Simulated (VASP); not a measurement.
Runs of VASP 6.6.1 on Pd. The structure is that of space group P6_3/mmc (No. 194), or close to it. The cells are those of the table. 

| cell | gap on the mesh (eV) | pressure (GPa) |
| --- | --- | --- |
| a = 2.673, b = 2.673, c = 4.496 Å, angles 90.0, 90.0, 120.0°, 2 atoms | none | 5.4 |
| a = 2.657, b = 2.657, c = 4.466 Å, angles 90.0, 90.0, 120.0°, 2 atoms | none | 10.4 |
| a = 2.628, b = 2.628, c = 4.415 Å, angles 90.0, 90.0, 120.0°, 2 atoms | none | (a) |
| a = 2.692, b = 2.692, c = 4.529 Å, angles 90.0, 90.0, 120.0°, 2 atoms | none | 0.3 |

Alike in all rows: task single point; level LDA; potentials or basis VASP PAW LDA potentials, release 64 (Pd); no spin polarisation; k mesh 9 × 9 × 5; cutoff (eV) 500; smearing fermi-dirac 0.05 eV.

Question: Fill in the values left out.

Answer: (a) 20.4.

A k mesh can miss the band edges, and the runs leave out spin-orbit coupling on Pd.

A gap of «none» marks levels without a gap at the run's occupations.
